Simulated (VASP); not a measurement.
# TiAl (P-6m2) in VASP: a series of runs

Runs on TiAl. Level: PBEsol. Tasks: single point.

Program: VASP 6.6.1. These are calculated values, not measurements. Logs are shortened: lines on timing, memory, paths and dates and some standing lists are left out, and cuts for length are marked.

## (1) The cell of the first run

The structure is hexagonal, space group P-6m2 (No. 187). Conventional cell: a = 2.705 Å, b = 2.705 Å, c = 4.250 Å, α = 90.00°, β = 90.00°, γ = 120.00°. Within 3.5 Å of Ti (site symmetry -6m2) lie 6 Al at 2.64 Å and 6 Ti at 2.71 Å. Within 3.5 Å of Al (site symmetry -6m2) lie 6 Ti at 2.64 Å and 6 Al at 2.71 Å.

## (2) Single point, PBEsol

Input file INCAR:

```
SYSTEM = TiAl
ALGO     = Normal         ! electronic algorithm
EDIFF    = 1E-6           ! SCF threshold, eV
ENCUT    = 520            ! plane-wave cutoff, eV
GGA      = PS             ! functional
ISIF     = 2              ! what is computed and relaxed
ISMEAR   = 0              ! smearing method
LASPH    = .TRUE.         ! aspherical terms in the spheres
LCHARG   = .TRUE.         ! write CHGCAR
LELF     = .TRUE.         ! ELF
LREAL    = .FALSE.        ! projectors in reciprocal space
LVHAR    = .TRUE.       
LWAVE    = .FALSE.        ! write WAVECAR
NBANDS   = 14             ! bands
NELM     = 60             ! most SCF steps
PREC     = Accurate       ! precision mode
SIGMA    = 0.15           ! smearing width, eV
```

Input file KPOINTS:

```
k-points
0
G
  18 18 10
  0 0 0
```

Input file POSCAR:

```
TiAl
1.0
    2.7052000000      0.0000000000      0.0000000000
   -1.3526000000      2.3427719223      0.0000000000
    0.0000000000      0.0000000000      4.2497000000
Ti Al
1 1
Direct
    0.0000000000      0.0000000000      0.0000000000
    0.3333333333      0.6666666667      0.5000000000
```

Potentials or basis: VASP PAW PBE potentials, release 64 (Ti_sv, Al).

The run is started by

```sh
> cat potpaw_PBE.64/Ti_sv/POTCAR potpaw_PBE.64/Al/POTCAR > POTCAR
> mpirun -np 1 vasp_std > vasp.out
```

OUTCAR:

```text
SYSTEM = TiAl
   EDIFF = 1E-6
   ENCUT = 520
   GGA = PS
   ISIF = 2
   ISMEAR = 0
   LASPH = .TRUE.
   LREAL = .FALSE.
   NELM = 60
   PREC = Accurate

 ion  position               nearest neighbor table
   1  0.000  0.000  0.000-   2 2.64   2 2.64   2 2.64   2 2.64   2 2.64   2 2.64
   2  0.333  0.667  0.500-   1 2.64   1 2.64   1 2.64   1 2.64   1 2.64   1 2.64

  LATTYP: Found a hexagonal cell.
 ALAT       =     2.7052000000
 C/A-ratio  =     1.5709374538

  Lattice vectors:

 A1 = (   2.7052000000,   0.0000000000,   0.0000000000)
 A2 = (  -1.3526000000,   2.3427719223,   0.0000000000)
 A3 = (   0.0000000000,   0.0000000000,   4.2497000000)

Analysis of symmetry for initial positions (statically):
=====================================================================
 Subroutine PRICEL returns:
 Original cell was already a primitive cell.

 Routine SETGRP: Setting up the symmetry group for a
 hexagonal supercell.

 Subroutine GETGRP returns: Found 12 space group operations
 (whereof 12 operations were pure point group operations)
 out of a pool of 24 trial point group operations.

The static configuration has the point symmetry D_3h.

Analysis of symmetry for dynamics (positions and initial velocities):
=====================================================================
 Subroutine PRICEL returns:
 Original cell was already a primitive cell.

 Routine SETGRP: Setting up the symmetry group for a
 hexagonal supercell.

 Subroutine GETGRP returns: Found 12 space group operations
 (whereof 12 operations were pure point group operations)
 out of a pool of 24 trial point group operations.

The dynamic configuration has the point symmetry D_3h.

 Subroutine INISYM returns: Found 12 space group operations
 (whereof 12 operations are pure point group operations),
 and found     1 'primitive' translations

----------------------------------------------------------------------------------------

                                     Primitive cell

  volume of cell :      26.9332

  direct lattice vectors                    reciprocal lattice vectors
     2.705200000  0.000000000  0.000000000     0.369658436  0.213422397  0.000000000
    -1.352600000  2.342771922  0.000000000     0.000000000  0.426844795  0.000000000
     0.000000000  0.000000000  4.249700000     0.000000000  0.000000000  0.235310728

  length of vectors
     2.705200000  2.705200000  4.249700000     0.426844795  0.426844795  0.235310728

  position of ions in fractional coordinates (direct lattice)
     0.000000000  0.000000000  0.000000000
     0.333333333  0.666666667  0.500000000

  ion indices of the primitive-cell ions
   primitive index   ion index
                 1           1
                 2           2

----------------------------------------------------------------------------------------

 KPOINTS: k-points

Automatic generation of k-mesh.
 Grid dimensions read from file:
 generate k-points for:   18   18   10

 Generating k-lattice:

  Cartesian coordinates                     Fractional coordinates (reciprocal lattice)
     0.020536580  0.011856800  0.000000000     0.055555556 -0.000000000  0.000000000
     0.000000000  0.023713600  0.000000000     0.000000000  0.055555556  0.000000000
     0.000000000  0.000000000  0.023531073     0.000000000  0.000000000  0.100000000

  Length of vectors
     0.023713600  0.023713600  0.023531073

  Shift w.r.t. Gamma in fractional coordinates (k-lattice)
     0.000000000  0.000000000  0.000000000

 Subroutine IBZKPT returns following result:
 ===========================================

 Found    222 irreducible k-points:

 Following reciprocal coordinates:
            Coordinates               Weight
  0.000000  0.000000  0.000000      1.000000
  0.055556  0.000000  0.000000      6.000000
  0.111111  0.000000  0.000000      6.000000
  0.166667  0.000000  0.000000      6.000000
  0.222222  0.000000  0.000000      6.000000
  0.277778  0.000000  0.000000      6.000000
[... 16 lines left out ...]
  0.333333  0.111111  0.000000     12.000000
  0.388889  0.111111  0.000000     12.000000
 [... further k-points ...]
   k-points           NKPTS =    222   k-points in BZ     NKDIM =    222   number of bands    NBANDS=     14
   number of dos      NEDOS =    301   number of ions     NIONS =      2
   total plane-waves  NPLWV =  12800
   dimension x,y,z NGX =    20 NGY =   20 NGZ =   32
   dimension x,y,z NGXF=    40 NGYF=   40 NGZF=   64
   ions per type =               1   1
   NGX,Y,Z   is equivalent  to a cutoff of  12.29, 12.29, 12.52 a.u.
   NGXF,Y,Z  is equivalent  to a cutoff of  24.58, 24.58, 25.04 a.u.
 SYSTEM =  TiAl
   PREC   = accura    normal or accurate (medium, high low for compatibility)
   ISTART =      0    job   : 0-new  1-cont  2-samecut
   ICHARG =      2    charge: 1-file 2-atom 10-const
   ISPIN  =      1    spin polarized calculation?
   LNONCOLLINEAR =      F non collinear calculations
   LSORBIT =      F    spin-orbit coupling
   LASPH  =      T    aspherical Exc in radial PAW
   ENCUT  =  520.0 eV  38.22 Ry    6.18 a.u.   5.03  5.03  7.90*2*pi/ulx,y,z
   NELM   =     60;   NELMIN=  2; NELMDL= -5     # of ELM steps
   EDIFF  = 0.1E-05   stopping-criterion for ELM
   LREAL  =      F    real-space projection
   EDIFFG = 0.1E-04   stopping-criterion for IOM
   NSW    =      0    number of steps for IOM
   IBRION =     -1    ionic relax: 0-MD 1-quasi-New 2-CG
   NFREE  =      0    steps in history (QN), initial steepest desc. (CG)
   ISIF   =      2    stress and relaxation
   ISYM   =      2    0-nonsym 1-usesym 2-fastsym
   POTIM  = 0.5000    time-step for ionic-motion
   TEBEG  =    0.0;   TEEND  =   0.0 temperature during run
   PSTRESS=    0.0 pullay stress
   NELECT =      15.0000    total number of electrons
   NUPDOWN=      -1.0000    fix difference up-down
   EMIN   =  10.00;   EMAX   =-10.00  energy-range for DOS
   EFERMI =   0.00;   METHOD = LEGACY
   ISMEAR =     0;   SIGMA  =   0.15  broadening in eV -4-tet -1-fermi 0-gaus
   EFERMI_NEDOS =   21; number of points for ismear=-14 and -15
   IALGO  =     38    algorithm
   IMIX   =      4    mixing-type and parameters
     AMIX     =   0.40;   BMIX     =  1.00
     AMIX_MAG =   1.60;   BMIX_MAG =  1.00
  volume/ion in A,a.u.               =      13.47        90.88
  Fermi-wavevector in a.u.,A,eV,Ry     =   1.346923  2.545315 24.683703  1.814201
  Thomas-Fermi vector in A             =   2.474715
   LORBIT       =      0    0 simple, 1 ext, 2 COOP (PROOUT), +10 PAW based schemes
   GGA     = PS    functional components
   LHFCALC =     F    Hartree Fock is set to
   AEXX    =    0.0000 exact exchange contribution
   IVDW    =     0    specifies the selected vdW correction
   LEPSILON=     F    determine dielectric tensor
   LRPA    =     F    only Hartree local field effects (RPA)
 non-spin polarized calculation
 Gauss-broadening in eV      SIGMA  =   0.15
  energy-cutoff  :      520.00
  volume of cell :       26.93
 maximum number of plane-waves:       748
 NGX is ok and might be reduce to    20
   NGX =  9   NGY =  9   NGZ = 15

 number of electron      14.9999990 magnetization

 Free energy of the ion-electron system (eV)
  ---------------------------------------------------
  ext. energy  EPLUGINS =         0.00000000
  ---------------------------------------------------
  free energy    TOTEN  =       -12.47150057 eV

  energy without entropy =      -12.44416615  energy(sigma->0) =      -12.45783336

 E-fermi :  10.0987     XC(G=0): -11.9733

 val. band max:       10.0921764494   @ k =   0.3333   0.1667   0.5000
 cond. band min:      10.1040266340   @ k =   0.2222   0.2222   0.3000
 fundamental gap:      0.0118501846
 Fermi energy:        10.0986849370

 k-point     1 :       0.0000    0.0000    0.0000
  band No.  band energies     occupation
      1     -45.7245      2.00000
      2     -22.2096      2.00000
      3     -21.5217      2.00000
      4     -21.5217      2.00000
      5       0.2071      2.00000
      6       7.6543      2.00000
      7       8.6363      2.00000
      8      11.5919      0.00000
      9      11.5919      0.00000
     10      13.4811      0.00000
     11      13.4811      0.00000
     12      15.6809      0.00000
     13      24.1076      0.00000
     14      24.1076      0.00000

 k-point     2 :       0.0556    0.0000    0.0000
  band No.  band energies     occupation
      1     -45.7188      2.00000
      2     -22.2041      2.00000
      3     -21.5540      2.00000
      4     -21.5287      2.00000
      5       0.2948      2.00000
      6       7.7511      2.00000
      7       8.6167      2.00000
      8      11.4902      0.00000
      9      11.6718      0.00000
     10      13.4507      0.00000
     11      13.5193      0.00000
     12      15.7000      0.00000
     13      22.9649      0.00000
     14      23.5799      0.00000

 k-point     3 :       0.1111    0.0000    0.0000
  band No.  band energies     occupation
      1     -45.7022      2.00000
      2     -22.1884      2.00000
      3     -21.6462      2.00000
      4     -21.5489      2.00000
      5       0.5557      2.00000
      6       8.0262      2.00000
      7       8.5610      2.00000
      8      11.2155      0.00000
      9      11.9071      0.00000
     10      13.3643      0.00000
     11      13.6315      0.00000
     12      15.7484      0.00000
     13      21.0626      0.00000
     14      22.7056      0.00000
[... 324 lines left out ...]
 k-point    23 :       0.3333    0.1111    0.0000
  band No.  band energies     occupation
      1     -45.5467      2.00000
      2     -22.4024      2.00000
      3     -22.0410      2.00000
      4     -21.7949      2.00000
      5       4.3614      2.00000
      6       8.2474      2.00000
      7       8.6204      2.00000
      8       9.4922      2.00000
      9      12.0338      0.00000
     10      13.7099      0.00000
     11      15.3547      0.00000
     12      15.4966      0.00000
     13      16.7955      0.00000
     14      18.1472      0.00000

 k-point    24 :       0.3889    0.1111    0.0000
  band No.  band energies     occupation
      1     -45.5306      2.00000
      2     -22.4758      2.00000
      3     -22.0258      2.00000
      4     -21.8204      2.00000
      5       5.3661      2.00000
      6       7.9490      2.00000
      7       8.2383      2.00000
      8       9.0483      2.00000
      9      11.8787      0.00000
     10      14.0259      0.00000
     11      15.4313      0.00000
     12      15.7915      0.00000
     13      16.7495      0.00000
     14      18.4019      0.00000

 [... further k-points ...]
[... 5 lines left out ...]
  --------------------------------------------------------------------------------------
  -------------------------------------------------------------------------------------
  Total        4.3761278      4.3761278      6.6146018      0.0000000      0.0000000      0.0000000
  in kB      260.3232227    260.3232227    393.4835910      0.0000000      0.0000000      0.0000000
  external PRESSURE =     304.7100121 kB  Pullay stress =       0.0000000 kB

 VOLUME and BASIS-vectors are now :
 -----------------------------------------------------------------------------
  energy-cutoff  :      520.00
  volume of cell :       26.93
      direct lattice vectors                 reciprocal lattice vectors
     2.705200000  0.000000000  0.000000000     0.369658436  0.213422397  0.000000000
    -1.352600000  2.342771922  0.000000000     0.000000000  0.426844795  0.000000000
     0.000000000  0.000000000  4.249700000     0.000000000  0.000000000  0.235310728

 POSITION                                       TOTAL-FORCE (eV/Angst)
 -----------------------------------------------------------------------------------
      0.00000      0.00000      0.00000        -0.000000      0.000000      0.000000
     -0.00000      1.56185      2.12485         0.000000     -0.000000      0.000000
 -----------------------------------------------------------------------------------
    total drift:                                0.000000     -0.000000      0.000000

  FREE ENERGIE OF THE ION-ELECTRON SYSTEM (eV)
  ---------------------------------------------------
  free  energy   TOTEN  =       -12.4715005714 eV

  energy  without entropy=      -12.4441661493  energy(sigma->0) =      -12.45783336
```

Run time: 50 s. Hardware: 1 thread of Intel Xeon Platinum 8488C (Sapphire Rapids), shared host; peak memory 0.2 GiB.

What came out:

| Property | Result |
| --- | --- |
| Free energy | -12.4715 eV |
| Pressure | 30.5 GPa |

Caveat: the PAW data sets were made with another functional, which shifts forces and pressure a little.

## (3) Single point, PBEsol

This run uses another cell than the first one, of 13.80 Å³/atom, 1.025 times its volume.

Input file INCAR:

```
PREC = Accurate
ENCUT = 520
EDIFF = 1E-6
ISMEAR = 0
SIGMA = 0.15
LREAL = F
LASPH = T
NELM = 80
ALGO = Normal
ISIF = 2
LWAVE = F
LCHARG = F
GGA = PS
NBANDS = 14
```

Input file KPOINTS:

```
Automatic mesh
0
Gamma
  18 18 10
```

Input file POSCAR:

```
TiAl
1.0
    2.8001000000      0.0000000000      0.0000000000
   -1.4000500000      2.4249577331      0.0000000000
    0.0000000000      0.0000000000      4.0649000000
Ti Al
1 1
Direct
    0.0000000000      0.0000000000      0.0000000000
    0.3333333333      0.6666666667      0.5000000000
```

Potentials or basis: VASP PAW PBE potentials, release 64 (Ti_sv, Al).

The run is started by

```sh
> cat potpaw_PBE.64/Ti_sv/POTCAR potpaw_PBE.64/Al/POTCAR > POTCAR
> mpirun -np 1 vasp_std > vasp.out
```

Run time: 42 s. Hardware: 1 thread of Intel Xeon Platinum 8488C (Sapphire Rapids), shared host; peak memory 0.22 GiB.

The run converged. Its results:

```yaml
Free_energy: -12.4225 eV
Pressure: 28.3 GPa
```

Stress tensor (GPa, compression positive):
```
20.28  0.00  0.00
 0.00 20.28  0.00
 0.00  0.00 44.33
```

Levels at points of the mesh, in eV from the Fermi level:
```
           k point  band 6  band 7  band 8  band 9  band 10  band 11
(0.00, 0.00, 0.00)   -2.19   -0.61    1.37    1.37     3.00     3.00
(0.50, 0.00, 0.00)   -3.07   -1.78   -1.18    2.16     4.51     5.35
(0.00, 0.00, 0.50)   -5.40    0.16    1.41    1.41     2.76     2.76
(0.50, 0.00, 0.50)   -2.29   -2.13    0.77    1.40     1.70     4.51
```

Caveat: the PAW data sets were made with another functional, which shifts forces and pressure a little.
